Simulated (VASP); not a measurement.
# TaTiF4 (F-43m) in VASP: relaxation of cell and atoms with PBE

Aim: the relaxation of cell and atoms of TaTiF4 with PBE.

Program: VASP 6.6.1. These are calculated values, not measurements. Logs are shortened: lines on timing, memory, paths and dates and some standing lists are left out, and cuts for length are marked.

### Step 1. The cell of the first run

Symmetry: F-43m, No. 216, cubic system. The conventional cell has a = 6.424 Å, b = 6.424 Å, c = 6.424 Å, α = 90.00°, β = 90.00°, γ = 90.00°. Ti (site symmetry -43m) has 12 F at 2.66 Å and 4 Ta at 2.78 Å within 3.5 Å. Ta (site symmetry -43m) has 12 F at 2.66 Å and 4 Ti at 2.78 Å within 3.5 Å. Within 3.0 Å of F (site symmetry 3m) lie 6 F at 2.27 Å and 3 Ta at 2.66 Å and 3 Ti at 2.66 Å.

The cell was built from a structure type or drawn by symmetry, and may not be a known phase.

### Step 2. Relaxation of cell and atoms, PBE, collinear spin

File INCAR:

```
  ALGO = Normal
  EDIFF = 1E-7
  EDIFFG = -0.01
  ENCUT = 600
  GGA = PE
  IBRION = 2
  ISIF = 3
  ISMEAR = 0
  ISPIN = 2
  LASPH = T
  LCHARG = F
  LMAXMIX = 4
  LORBIT = 11
  LREAL = F
  LWAVE = F
  MAGMOM = 0.45 0.31 0 0 0 0
  NELM = 150
  NSW = 100
  PREC = Accurate
  SIGMA = 0.1
```

File KPOINTS:

```
k-points
0
Gamma
  10 10 10
```

File POSCAR:

```
TaTiF4
1.0
    0.0000000000      3.2119439780      3.2119439780
    3.2119439780      0.0000000000      3.2119439780
    3.2119439780      3.2119439780      0.0000000000
Ti Ta F
1 1 4
Direct
    0.5000000000      0.5000000000      0.5000000000
    0.2500000000      0.2500000000      0.2500000000
    0.8751199698      0.8751199698      0.3746400905
    0.8751199698      0.3746400905      0.8751199698
    0.3746400905      0.8751199698      0.8751199698
    0.8751199698      0.8751199698      0.8751199698
```

Potentials or basis: VASP PAW PBE potentials, release 64 (Ti_sv, Ta_pv, F).

Command:

```console
$ cat potpaw_PBE.64/Ti_sv/POTCAR potpaw_PBE.64/Ta_pv/POTCAR potpaw_PBE.64/F/POTCAR > POTCAR
$ mpirun -np 1 vasp_std > vasp.out
```

OUTCAR:

```text
EDIFF = 1E-7
   EDIFFG = -0.01
   ENCUT = 600
   GGA = PE
   IBRION = 2
   ISIF = 3
   ISMEAR = 0
   ISPIN = 2
   LASPH = T
   LORBIT = 11
   LREAL = F
   NELM = 150
   NSW = 100
   PREC = Accurate

 ion  position               nearest neighbor table
   1  0.500  0.500  0.500-   2 2.78   2 2.78   2 2.78   2 2.78
   2  0.250  0.250  0.250-   3 2.66   4 2.66   3 2.66   5 2.66   4 2.66   5 2.66   6 2.66   6 2.66
                             6 2.66   4 2.66   5 2.66   3 2.66   1 2.78   1 2.78   1 2.78   1 2.78
   3  0.875  0.875  0.375-   2 2.66   2 2.66   2 2.66
   4  0.875  0.375  0.875-   2 2.66   2 2.66   2 2.66
   5  0.375  0.875  0.875-   2 2.66   2 2.66   2 2.66
   6  0.875  0.875  0.875-   2 2.66   2 2.66   2 2.66

  LATTYP: Found a face centered cubic cell.
 ALAT       =     6.4238879560

  Lattice vectors:

 A1 = (   0.0000000000,   3.2119439780,   3.2119439780)
 A2 = (   3.2119439780,   0.0000000000,   3.2119439780)
 A3 = (   3.2119439780,   3.2119439780,   0.0000000000)

Analysis of symmetry for initial positions (statically):
=====================================================================
 Subroutine PRICEL returns:
 Original cell was already a primitive cell.

 Routine SETGRP: Setting up the symmetry group for a
 face centered cubic supercell.

 Subroutine GETGRP returns: Found 24 space group operations
 (whereof 24 operations were pure point group operations)
 out of a pool of 48 trial point group operations.

The static configuration has the point symmetry T_d .

Analysis of symmetry for dynamics (positions and initial velocities):
=====================================================================
 Subroutine PRICEL returns:
 Original cell was already a primitive cell.

 Routine SETGRP: Setting up the symmetry group for a
 face centered cubic supercell.

 Subroutine GETGRP returns: Found 24 space group operations
 (whereof 24 operations were pure point group operations)
 out of a pool of 48 trial point group operations.

The dynamic configuration has the point symmetry T_d .

Analysis of structural, dynamic, and magnetic symmetry:
=====================================================================
 Subroutine PRICEL returns:
 Original cell was already a primitive cell.

 Routine SETGRP: Setting up the symmetry group for a
 face centered cubic supercell.
[... 192 lines left out ...]
    total drift:                                0.000001      0.000001      0.000001

  FREE ENERGIE OF THE ION-ELECTRON SYSTEM (eV)
  ---------------------------------------------------
  free  energy   TOTEN  =       -31.3678224254 eV

  energy  without entropy=      -31.3411193064  energy(sigma->0) =      -31.35447087

--------------------------------------- Ionic step        2  -------------------------------------------

 number of electron      50.9999991 magnetization       1.0373053

 Free energy of the ion-electron system (eV)
  ---------------------------------------------------
  ext. energy  EPLUGINS =         0.00000000
  ---------------------------------------------------
  free energy    TOTEN  =       -31.36813860 eV

  energy without entropy =      -31.34165049  energy(sigma->0) =      -31.35489454

 E-fermi :   5.2084     XC(G=0): -11.7847

 val. band max:        5.2067553256   @ k =   0.2000   0.2000   0.0000
 cond. band min:       5.2122025351   @ k =  -0.1000   0.1000   0.0000
 fundamental gap:      0.0054472095
 Fermi energy:         5.2084336957

 spin component 1

 k-point     1 :       0.0000    0.0000    0.0000
  band No.  band energies     occupation
      1     -52.0154      1.00000
      2     -30.4036      1.00000
      3     -30.4036      1.00000
      4     -30.4036      1.00000
      5     -28.2888      1.00000
      6     -28.2888      1.00000
[... 781 lines left out ...]
     29       6.5500      0.00000
     30       6.7969      0.00000

 [... further k-points ...]

 spin component 2

 k-point     1 :       0.0000    0.0000    0.0000
  band No.  band energies     occupation
      1     -51.6394      1.00000
      2     -30.2042      1.00000
      3     -30.2042      1.00000
      4     -30.2042      1.00000
      5     -27.9136      1.00000
      6     -27.9136      1.00000
[... 781 lines left out ...]
     29       6.8485      0.00000
     30       7.0032      0.00000

 [... further k-points ...]
[... 5 lines left out ...]
  --------------------------------------------------------------------------------------
  -------------------------------------------------------------------------------------
  Total        0.0462528      0.0462528      0.0462528     -0.0000000     -0.0000000     -0.0000000
  in kB        1.1232348      1.1232348      1.1232348     -0.0000000     -0.0000000     -0.0000000
  external PRESSURE =       1.1232348 kB  Pullay stress =       0.0000000 kB

 VOLUME and BASIS-vectors are now :
 -----------------------------------------------------------------------------
  energy-cutoff  :      600.00
  volume of cell :       65.97
      direct lattice vectors                 reciprocal lattice vectors
     0.000000000  3.207125394  3.207125394    -0.155902853  0.155902853  0.155902853
     3.207125394  0.000000000  3.207125394     0.155902853 -0.155902853  0.155902853
     3.207125394  3.207125394  0.000000000     0.155902853  0.155902853 -0.155902853

 POSITION                                       TOTAL-FORCE (eV/Angst)
 -----------------------------------------------------------------------------------
      3.20713      3.20713      3.20713         0.000000      0.000000      0.000000
      1.60356      1.60356      1.60356        -0.000000     -0.000000     -0.000000
      4.00797      4.00797      5.61341         0.002388      0.002388     -0.002388
      4.00797      5.61341      4.00797         0.002388     -0.002388      0.002388
      5.61341      4.00797      4.00797        -0.002388      0.002388      0.002388
      5.61341      5.61341      5.61341        -0.002388     -0.002388     -0.002388
 -----------------------------------------------------------------------------------
    total drift:                                0.000001      0.000001      0.000001

  FREE ENERGIE OF THE ION-ELECTRON SYSTEM (eV)
  ---------------------------------------------------
  free  energy   TOTEN  =       -31.3681385998 eV

  energy  without entropy=      -31.3416504883  energy(sigma->0) =      -31.35489454

 reached required accuracy - stopping structural energy minimisation

 total charge

# of ion       s       p       d       tot
------------------------------------------
    1        2.114   6.046   1.984  10.144
    2        0.226   6.038   2.231   8.494
    3        1.750   4.284   0.000   6.034
    4        1.750   4.284   0.000   6.034
    5        1.750   4.284   0.000   6.034
    6        1.750   4.284   0.000   6.034
--------------------------------------------------
tot          9.341  29.219   4.215  42.775

 magnetization (x)

# of ion       s       p       d       tot
------------------------------------------
    1        0.014   0.016   0.396   0.425
    2        0.021   0.014   0.301   0.336
    3        0.001   0.018   0.000   0.019
    4        0.001   0.018   0.000   0.019
    5        0.001   0.018   0.000   0.019
    6        0.001   0.018   0.000   0.019
--------------------------------------------------
tot          0.038   0.102   0.696   0.837
```

OSZICAR:

```text
N       E                     dE             d eps       ncg     rms          rms(c)
DAV:   1     0.679833883708E+03    0.67983E+03   -0.30642E+04  5640   0.210E+03
DAV:   2     0.495613326501E+02   -0.63027E+03   -0.60834E+03  6112   0.581E+02
DAV:   3    -0.341057617513E+02   -0.83667E+02   -0.82421E+02  8858   0.189E+02
[... 22 lines left out ...]
DAV:   7    -0.313681352433E+02   -0.25697E-04   -0.41006E-05  8714   0.251E-02    0.179E-02
DAV:   8    -0.313681385721E+02   -0.33288E-05   -0.72827E-06  8544   0.137E-02    0.781E-03
DAV:   9    -0.313681383681E+02    0.20398E-06   -0.29250E-06  7566   0.692E-03    0.232E-03
DAV:  10    -0.313681385160E+02   -0.14794E-06   -0.19565E-07  6074   0.219E-03    0.481E-04
DAV:  11    -0.313681385998E+02   -0.83705E-07   -0.13602E-08  3372   0.807E-04
   2 F= -.31368139E+02 E0= -.31354895E+02  d E =-.316174E-03  mag=     1.0373
```

CONTCAR:

```text
TaTiF4
   1.00000000000000
     0.0000000000000000    3.2071253943314750    3.2071253943314750
     3.2071253943314750    0.0000000000000000    3.2071253943314750
     3.2071253943314750    3.2071253943314750    0.0000000000000000
  Ti              Ta              F
     1     1     4
Direct
     0.5000000000000000    0.5000000000000000    0.5000000000000000
     0.2500000000000000    0.2500000000000000    0.2500000000000000
     0.8751461889839349    0.8751461889839349    0.3745614329481862
     0.8751461889839349    0.3745614329481862    0.8751461889839349
     0.3745614329481862    0.8751461889839349    0.8751461889839349
     0.8751461889839349    0.8751461889839349    0.8751461889839349

  0.00000000E+00  0.00000000E+00  0.00000000E+00
  0.00000000E+00  0.00000000E+00  0.00000000E+00
  0.00000000E+00  0.00000000E+00  0.00000000E+00
  0.00000000E+00  0.00000000E+00  0.00000000E+00
  0.00000000E+00  0.00000000E+00  0.00000000E+00
  0.00000000E+00  0.00000000E+00  0.00000000E+00
```

Run time: 11 min. Hardware: 1 thread of Oxide Virtual Turin-like, shared host; peak memory 0.34 GiB.

Results:

```
Free energy                                           : -31.3681 eV
Relaxed volume                                        : 11.00 Å³/atom
Relaxed cell                                          : a = 4.536 Å, b = 4.536 Å, c = 4.536 Å, α = 60.00°, β = 60.00°, γ = 60.00°
Space group after relaxing (to 0.1 Å)                 : F-43m (No. 216)
Energy gained by relaxing                             : 0.1 meV/atom
Ionic steps                                           : 2
Pressure after relaxing                               : 0.1 GPa
Largest force after relaxing                          : 0.004 eV/Å
Band gap on the k mesh                                : zero (filled and empty bands overlap)
Net moment                                            : 1.04 μB per cell
Site moments                                          : Ti +0.42; Ta +0.34; F +0.02 μB
Valence electrons inside the program's atomic spheres : Ti 10.14; Ta 8.49; F 6.03
```

Forces in eV/Å, atoms in the order of the input:
```
Ti   0.000  0.000  0.000
Ta   0.000  0.000  0.000
F    0.002  0.002 -0.002
F    0.002 -0.002  0.002
F   -0.002  0.002  0.002
F   -0.002 -0.002 -0.002
```

The path:
| step | energy change (eV) | largest force (eV/Å) | pressure (GPa) | volume (Å³) |
| --- | --- | --- | --- | --- |
| 1 | 0.0000 | 0.0060 | -0.45 | 66.27 |
| 2 | -0.0003 | 0.0041 | 0.11 | 65.97 |

Final structure:
```yaml
crystal:
  lattice:
    - [0.00000, 3.20713, 3.20713]
    - [3.20713, 0.00000, 3.20713]
    - [3.20713, 3.20713, 0.00000]
  atoms:
    - { symbol: Ti, position: [0.50000, 0.50000, 0.50000] }
    - { symbol: Ta, position: [0.25000, 0.25000, 0.25000] }
    - { symbol: F, position: [0.87515, 0.87515, 0.37456] }
    - { symbol: F, position: [0.87515, 0.37456, 0.87515] }
    - { symbol: F, position: [0.37456, 0.87515, 0.87515] }
    - { symbol: F, position: [0.87515, 0.87515, 0.87515] }
```

Caveat: spin-orbit coupling is left out, which moves the levels of the heavy elements; semilocal functionals often make such compounds metallic where correlation or magnetic order opens a gap, which also shifts bond lengths.
